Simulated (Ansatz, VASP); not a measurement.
# One calculation of InAs, two programs

```xyz
2
Lattice="0.0000 3.0058 3.1561 3.0058 0.0000 3.1561 3.0058 3.0058 0.0000" Properties=species:S:1:pos:R:3 pbc="T T T"
In    0.0000    0.0000    0.0000
As    4.5087    4.5087    4.7341
```

Alike in both runs: task single point; functional r2SCAN; k mesh 10 × 10 × 10; occupations gaussian, width 0.03 eV; no spin polarisation.

|  | VASP | Ansatz |
| --- | --- | --- |
| version | VASP 6.6.1 | Ansatz 0.2.0 |
| potentials or method | VASP PAW PBE potentials, release 64 (In_d, As), cutoff 520 eV | scalar-relativistic, plane waves, PAW |
| valence electrons in the cell | 18 | 28 |

```tsv
	VASP	Ansatz	Ansatz less VASP
gap on the k mesh at the Fermi level (eV)	none	none	-
pressure (GPa)	-0.1	-0.1	0.00
traceless stress, the component that is largest in VASP (GPa)	-1.34	-1.34	+0.003
```

VASP's potentials were made for PBE, not for r2SCAN. A gap of «none» marks a metal or a gap that the smearing closes. VASP's potentials hold 18 valence electrons a cell and Ansatz's 28, so a difference there can come from the potentials and not from the codes.
